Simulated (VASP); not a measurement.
Pt4C: single point with PBEsol

System: Pt4C, a slab with vacuum.

```xyz
5
Lattice="2.7704 0.0000 0.0000 0.0000 3.9179 0.0000 0.0000 0.0000 21.0970" Properties=species:S:1:pos:R:3 pbc="T T T"
Pt    1.3852    1.9590    4.0000
Pt    0.0000    0.0000    5.3852
Pt    1.3852    1.9590    6.8697
Pt    0.0000    0.0000    8.0970
C     0.0000    1.9590    8.4670
```

| Property | Result |
| --- | --- |
| Program | VASP 6.6.1 |
| Task | single point |
| Functional | PBEsol |
| Potentials or basis | VASP PAW PBE potentials, release 64 (Pt, C) |
| Cutoff | 520 eV |
| k mesh | 10 × 7 × 1 |
| Occupations | gaussian, width 0.1 eV |
| Spin | collinear spin |
| Starting moments | [0.0, 0.0, 0.0, 0.0, 2.0] μB |

| Property | Result |
| --- | --- |
| Largest force | 2.324 eV/Å |
| Band gap on the k mesh | zero (filled and empty bands overlap) |
| Net moment | 0.00 μB per cell |
| Valence electrons inside the program's atomic spheres | Pt 9.01, 9.21, 9.55, 9.61; C 2.25 |

Forces on the atoms (eV/Å):
```
Pt   0.000  0.000  1.095
Pt   0.000  0.000 -1.877
Pt   0.000  0.000 -0.999
Pt   0.000  0.000  2.324
C    0.000  0.000 -0.543
```

Levels at points of the mesh, in eV from the Fermi level:
Spin up:
| k point | band 20 | band 21 | band 22 | band 23 | band 24 | band 25 |
| --- | --- | --- | --- | --- | --- | --- |
| (0.00, 0.00, 0.00) | -0.97 | -0.61 | -0.45 | 0.21 | 0.45 | 1.44 |
| (0.50, 0.00, 0.00) | -0.28 | -0.05 | 0.02 | 1.01 | 1.54 | 2.18 |
Spin down:
```csv
k point,band 19,band 20,band 21,band 22,band 23,band 24,band 25,band 26
"(0.00, 0.00, 0.00)",-1.26,-0.97,-0.61,-0.45,0.21,0.45,1.44,2.79
"(0.50, 0.00, 0.00)",-0.52,-0.28,-0.05,0.02,1.01,1.54,2.18,2.42
```

It took 6.8 min on 1 thread of Intel(R) Xeon(R) 6975P-C (Granite Rapids) (shared host), peak memory 0.58 GiB.

Caveat: the PAW data sets were made with another functional, which shifts forces and pressure a little; spin-orbit coupling is left out, which moves the levels of the heavy elements.
